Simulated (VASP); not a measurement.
A run of VASP 6.6.1 is set up as follows.

Contents of INCAR:

```
SYSTEM = TaN
PREC = Accurate ; ENCUT = 520
EDIFF = 1E-6 ; ISMEAR = 1
SIGMA = 0.05 ; LREAL = .False.
LASPH = .True. ; NELM = 150
ALGO = Normal ; ISIF = 2
LWAVE = .False. ; LCHARG = .False.
MAGMOM = 0 0 0 0 0 0 ; LORBIT = 11
LSORBIT = .True. ; GGA_COMPAT = .False.
LORBMOM = .True. ; LMAXMIX = 4
GGA = PS ; NBANDS = 28
```

Contents of KPOINTS:

```
regular mesh
0
Gamma
  9 9 9
  0 0 0
```

Contents of POSCAR:

```
TaN
1.0
    0.0000000000      2.2113230000      2.2113230000
    2.2113230000      0.0000000000      2.2113230000
    2.2113230000      2.2113230000      0.0000000000
Ta N
1 1
Direct
    0.5000000000      0.5000000000      0.5000000000
    0.0000000000      0.0000000000      0.0000000000
```

Potentials or basis: VASP PAW PBE potentials, release 64 (Ta_pv, N).

The run is started by

```bash
$ cat potpaw_PBE.64/Ta_pv/POTCAR potpaw_PBE.64/N/POTCAR > POTCAR
$ mpirun -np 1 vasp_ncl > vasp.out
```

Q: What does it give for the net moment?

A: 0.00 μB per cell.

Q: Predict the pressure.

A: -9.3 GPa.

Moments on the atoms (μB; x, y, z):
```
Ta  0.00 0.00 0.00
N   0.00 0.00 0.00
```

Caveat: the cell stands under tension; the PAW data sets were made with another functional, which shifts forces and pressure a little.
